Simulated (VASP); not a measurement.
# Si (P1) in VASP: further runs, part 2 of 3

VASP 6.6.1.

### Step 3. Single point, PBE

The input, INCAR:

```
ALGO = Normal ; EDIFF = 1E-6
ENCUT = 520 ; GGA = PE
ISIF = 2 ; ISMEAR = -1
LASPH = T ; LCHARG = T
LELF = T ; LREAL = Auto
LVHAR = T ; LWAVE = F
NBANDS = 46 ; NELM = 80
PREC = Accurate ; SIGMA = 0.146
```

The input, KPOINTS:

```
k-points
0
Gamma
  2 2 2
```

The input, POSCAR:

```
Si
1.0
    0.0000000000      5.4442377923      5.4442377923
    5.4442377923      0.0000000000      5.4442377923
    5.4442377923      5.4442377923      0.0000000000
Si
16
Direct
    0.0218448394     -0.0120772645     -0.0359863965
    0.1184443121      0.1257353235      0.1287509890
    0.0069798568      0.0324050871      0.4686226240
    0.1298792461      0.1455425957      0.6033758306
   -0.0035333688      0.5182239659     -0.0168445067
    0.1360879205      0.6199949614      0.1176285872
   -0.0230707226      0.5151026842      0.4966284727
    0.1307370338      0.6392453145      0.6116888400
    0.4921995699     -0.0047092910      0.0174043647
    0.6502111287      0.1017799040      0.1063719151
    0.5158588965      0.0058628042      0.4749484866
    0.6358706456      0.0993797517      0.6372866382
    0.5250341019      0.4752102312      0.0000129495
    0.6371383162      0.6148767978      0.1508660223
    0.4610131107      0.4765251076      0.5241405884
    0.6149187687      0.6204998990      0.6348240345
```

Potentials or basis: VASP PAW PBE potentials, release 64 (Si).

On the command line:

```console
cat potpaw_PBE.64/Si/POTCAR > POTCAR
mpirun -np 1 vasp_std > vasp.out
```

OUTCAR:

```text
EDIFF = 1E-6
   ENCUT = 520
   GGA = PE
   ISIF = 2
   ISMEAR = -1
   LASPH = T
   LREAL = Auto
   NELM = 80
   PREC = Accurate

 ion  position               nearest neighbor table
   1  0.022  0.988  0.964-   4 2.28   6 2.32  10 2.34   2 2.52
   2  0.118  0.126  0.129-   3 2.14   9 2.35   5 2.47   1 2.52
   3  0.007  0.032  0.469-   2 2.14   4 2.33  12 2.37   8 2.47
   4  0.130  0.146  0.603-   1 2.28   7 2.33   3 2.33  11 2.43
   5  0.996  0.518  0.983-  14 2.28   8 2.34   6 2.37   2 2.47
   6  0.136  0.620  0.118-   1 2.32   5 2.37   7 2.39  13 2.45
[... 8 lines left out ...]
  15  0.461  0.477  0.524-   8 2.11  14 2.39  12 2.40  16 2.57
  16  0.615  0.620  0.635-   7 2.28  13 2.31  11 2.43  15 2.57

  LATTYP: Found a face centered cubic cell.
 ALAT       =    10.8884755846

  Lattice vectors:

 A1 = (   0.0000000000,   5.4442377923,   5.4442377923)
 A2 = (   5.4442377923,   0.0000000000,   5.4442377923)
 A3 = (   5.4442377923,   5.4442377923,   0.0000000000)

Analysis of symmetry for initial positions (statically):
=====================================================================
 Subroutine PRICEL returns:
 Original cell was already a primitive cell.

 Routine SETGRP: Setting up the symmetry group for a
 face centered cubic supercell.

 Subroutine GETGRP returns: Found  1 space group operations
 (whereof  1 operations were pure point group operations)
 out of a pool of 48 trial point group operations.

The static configuration has the point symmetry C_1 .

Analysis of symmetry for dynamics (positions and initial velocities):
=====================================================================
 Subroutine PRICEL returns:
 Original cell was already a primitive cell.

 Routine SETGRP: Setting up the symmetry group for a
 face centered cubic supercell.

 Subroutine GETGRP returns: Found  1 space group operations
 (whereof  1 operations were pure point group operations)
 out of a pool of 48 trial point group operations.

The dynamic configuration has the point symmetry C_1 .

 Subroutine INISYM returns: Found  1 space group operations
 (whereof  1 operations are pure point group operations),
 and found     1 'primitive' translations

----------------------------------------------------------------------------------------

                                     Primitive cell

  volume of cell :     322.7314

  direct lattice vectors                    reciprocal lattice vectors
     0.000000000  5.444237792  5.444237792    -0.091840221  0.091840221  0.091840221
     5.444237792  0.000000000  5.444237792     0.091840221 -0.091840221  0.091840221
     5.444237792  5.444237792  0.000000000     0.091840221  0.091840221 -0.091840221

  length of vectors
     7.699314923  7.699314923  7.699314923     0.159071928  0.159071928  0.159071928

  position of ions in fractional coordinates (direct lattice)
     0.021844839  0.987922735  0.964013603
     0.118444312  0.125735324  0.128750989
     0.006979857  0.032405087  0.468622624
     0.129879246  0.145542596  0.603375831
     0.996466631  0.518223966  0.983155493
     0.136087921  0.619994961  0.117628587
[... 58 lines left out ...]
  0.000000  0.000000  0.000000      1.000000
  0.500000  0.000000  0.000000      1.000000
  0.000000  0.500000  0.000000      1.000000
  0.000000  0.000000  0.500000      1.000000
  0.500000  0.500000  0.500000      1.000000
  0.500000  0.500000  0.000000      1.000000
  0.000000  0.500000  0.500000      1.000000
  0.500000  0.000000  0.500000      1.000000
   k-points           NKPTS =      8   k-points in BZ     NKDIM =      8   number of bands    NBANDS=     46
   number of dos      NEDOS =    301   number of ions     NIONS =     16
   total plane-waves  NPLWV = 216000
   dimension x,y,z NGX =    60 NGY =   60 NGZ =   60
   dimension x,y,z NGXF=   120 NGYF=  120 NGZF=  120
   ions per type =              16
   NGX,Y,Z   is equivalent  to a cutoff of  12.96, 12.96, 12.96 a.u.
   NGXF,Y,Z  is equivalent  to a cutoff of  25.91, 25.91, 25.91 a.u.
 SYSTEM =  unknown system
   PREC   = accura    normal or accurate (medium, high low for compatibility)
   ISTART =      0    job   : 0-new  1-cont  2-samecut
   ICHARG =      2    charge: 1-file 2-atom 10-const
   ISPIN  =      1    spin polarized calculation?
   LNONCOLLINEAR =      F non collinear calculations
   LSORBIT =      F    spin-orbit coupling
   LASPH  =      T    aspherical Exc in radial PAW
   ENCUT  =  520.0 eV  38.22 Ry    6.18 a.u.  14.32 14.32 14.32*2*pi/ulx,y,z
   NELM   =     80;   NELMIN=  2; NELMDL= -5     # of ELM steps
   EDIFF  = 0.1E-05   stopping-criterion for ELM
   LREAL  =      T    real-space projection
   EDIFFG = 0.1E-04   stopping-criterion for IOM
   NSW    =      0    number of steps for IOM
   IBRION =     -1    ionic relax: 0-MD 1-quasi-New 2-CG
   NFREE  =      0    steps in history (QN), initial steepest desc. (CG)
   ISIF   =      2    stress and relaxation
   ISYM   =      2    0-nonsym 1-usesym 2-fastsym
   POTIM  = 0.5000    time-step for ionic-motion
   TEBEG  =    0.0;   TEEND  =   0.0 temperature during run
   PSTRESS=    0.0 pullay stress
   NELECT =      64.0000    total number of electrons
   NUPDOWN=      -1.0000    fix difference up-down
   EMIN   =  10.00;   EMAX   =-10.00  energy-range for DOS
   EFERMI =   0.00;   METHOD = LEGACY
   ISMEAR =    -1;   SIGMA  =   0.15  broadening in eV -4-tet -1-fermi 0-gaus
   EFERMI_NEDOS =   21; number of points for ismear=-14 and -15
   IALGO  =     38    algorithm
   IMIX   =      4    mixing-type and parameters
     AMIX     =   0.40;   BMIX     =  1.00
     AMIX_MAG =   1.60;   BMIX_MAG =  1.00
  volume/ion in A,a.u.               =      20.17       136.12
  Fermi-wavevector in a.u.,A,eV,Ry     =   0.954672  1.804069 12.400344  0.911400
  Thomas-Fermi vector in A             =   2.083440
   LORBIT       =      0    0 simple, 1 ext, 2 COOP (PROOUT), +10 PAW based schemes
   GGA     = PE    functional components
   LHFCALC =     F    Hartree Fock is set to
   AEXX    =    0.0000 exact exchange contribution
   IVDW    =     0    specifies the selected vdW correction
   LEPSILON=     F    determine dielectric tensor
   LRPA    =     F    only Hartree local field effects (RPA)
 non-spin polarized calculation
  energy-cutoff  :      520.00
  volume of cell :      322.73
 maximum number of plane-waves:      8694
 NGX is ok and might be reduce to    60
   NGX = 29   NGY = 29   NGZ = 29

 number of electron      64.0000000 magnetization

 Free energy of the ion-electron system (eV)
  ---------------------------------------------------
  ext. energy  EPLUGINS =         0.00000000
  ---------------------------------------------------
  free energy    TOTEN  =       -83.49504977 eV

  energy without entropy =      -83.36069070  energy(sigma->0) =      -83.42787024

 E-fermi :   6.0843     XC(G=0):  -9.3808

 val. band max:        5.7342779648   @ k =   0.0000   0.0000   0.0000
 cond. band min:       6.1206358833   @ k =   0.0000   0.0000   0.0000
 fundamental gap:      0.3863579185
 Fermi energy:         6.0843396709

 k-point     1 :       0.0000    0.0000    0.0000
  band No.  band energies     occupation
      1      -6.1787      2.00000
      2      -4.0719      2.00000
      3      -3.9082      2.00000
      4      -3.8412      2.00000
      5      -3.6767      2.00000
      6      -2.5301      2.00000
[... 365 lines left out ...]
     43       9.9106      0.00000
     44       9.9746      0.00000
 [bands above 44 left out]

------------------------ aborting loop because EDIFF is reached ----------------------------------------

  FORCE on cell =-STRESS in cart. coord.  units (eV):
  Direction    XX          YY          ZZ          XY          YZ          ZX
  --------------------------------------------------------------------------------------
  -------------------------------------------------------------------------------------
  Total        5.1012590      4.9113616      3.6751802     -0.7027104     -0.1083903     -5.9438912
  in kB       25.3248398     24.3821076     18.2451720     -3.4885559     -0.5380962    -29.5080277
  external PRESSURE =      22.6507065 kB  Pullay stress =       0.0000000 kB

 VOLUME and BASIS-vectors are now :
 -----------------------------------------------------------------------------
  energy-cutoff  :      520.00
  volume of cell :      322.73
      direct lattice vectors                 reciprocal lattice vectors
     0.000000000  5.444237792  5.444237792    -0.091840221  0.091840221  0.091840221
     5.444237792  0.000000000  5.444237792     0.091840221 -0.091840221  0.091840221
     5.444237792  5.444237792  0.000000000     0.091840221  0.091840221 -0.091840221

 POSITION                                       TOTAL-FORCE (eV/Angst)
 -----------------------------------------------------------------------------------
     10.62681      5.36725      5.49741         1.257624      1.034991      0.056839
      1.38548      1.34579      1.32937        -1.868465     -2.553414      1.598830
      2.72771      2.58929      0.21442         1.103998      1.960726     -2.170772
      4.07729      3.99201      1.49946        -0.731739      0.094465      0.718437
      8.17387     10.77753      8.24634        -0.448360      1.287861     -0.166657
      4.01580      1.38129      4.11629        -0.539019      0.475327     -0.021042
[... 8 lines left out ...]
      5.44786      5.36341      5.10418        -1.869714      2.987543      2.869815
      6.83428      6.80390      6.72591        -0.091656     -1.387392     -0.469383
 -----------------------------------------------------------------------------------
    total drift:                                0.003678      0.003487      0.009097

  FREE ENERGIE OF THE ION-ELECTRON SYSTEM (eV)
  ---------------------------------------------------
  free  energy   TOTEN  =       -83.4950497743 eV

  energy  without entropy=      -83.3606906968  energy(sigma->0) =      -83.42787024
```

Run time: 6.5 min. Hardware: 1 thread of AMD EPYC 7R13, shared host; peak memory 0.44 GiB.

What came out:

| Quantity | Value |
| --- | --- |
| Free energy | -83.4950 eV |
| Pressure | 2.3 GPa |
| Largest force | 4.545 eV/Å |

Forces in eV/Å, atoms in the order of the input:
```
Si   1.258  1.035  0.057
Si  -1.868 -2.553  1.599
Si   1.104  1.961 -2.171
Si  -0.732  0.094  0.718
Si  -0.448  1.288 -0.167
Si  -0.539  0.475 -0.021
Si  -0.217  0.570  1.180
Si   1.935 -2.958 -1.698
Si  -1.213 -0.440 -0.736
Si   0.824  0.368  0.881
Si   0.309  0.563 -0.996
Si   0.344 -0.661 -0.028
Si   1.324  0.088  0.129
Si  -0.120 -1.429 -1.148
Si  -1.870  2.988  2.870
Si  -0.092 -1.387 -0.469
```

Stress tensor (GPa, compression positive):
```
 2.53 -0.35 -2.95
-0.35  2.44 -0.05
-2.95 -0.05  1.82
```

Levels at points of the mesh, in eV from the Fermi level:
| k point | band 28 | band 29 | band 30 | band 31 | band 32 | band 33 | band 34 | band 35 | band 36 | band 37 |
| --- | --- | --- | --- | --- | --- | --- | --- | --- | --- | --- |
| (0.00, 0.00, 0.00) | -1.27 | -1.07 | -0.60 | -0.35 | 0.04 | 0.14 | 0.21 | 0.35 | 0.38 | 0.56 |
| (0.50, 0.00, 0.00) | -2.23 | -1.28 | -1.01 | -0.78 | -0.67 | 0.89 | 1.00 | 1.06 | 1.17 | 1.39 |
| (0.00, 0.50, 0.00) | -2.22 | -1.37 | -1.22 | -1.04 | -0.51 | 0.82 | 0.86 | 0.94 | 1.15 | 1.25 |
| (0.00, 0.00, 0.50) | -2.17 | -1.25 | -1.05 | -0.82 | -0.67 | 0.92 | 1.00 | 1.10 | 1.35 | 1.38 |
| (0.50, 0.50, 0.50) | -2.33 | -1.45 | -1.15 | -0.98 | -0.85 | 0.72 | 0.98 | 1.02 | 1.09 | 1.17 |
| (0.50, 0.50, 0.00) | -2.10 | -1.76 | -1.56 | -1.45 | -1.25 | 0.69 | 0.77 | 1.88 | 1.97 | 2.02 |
| (0.00, 0.50, 0.50) | -2.07 | -1.67 | -1.56 | -1.52 | -1.29 | 0.66 | 0.86 | 1.85 | 1.93 | 2.04 |
| (0.50, 0.00, 0.50) | -1.94 | -1.82 | -1.64 | -1.46 | -1.22 | 0.66 | 0.74 | 1.71 | 1.90 | 2.14 |

Caveat: the k points lie up to 0.50 Å⁻¹ apart; the atoms stand as in a frame of molecular dynamics; forces of over 1 eV/Å act on the atoms, so gaps and moduli don't describe the material at rest.

[end of part 2 of 3]
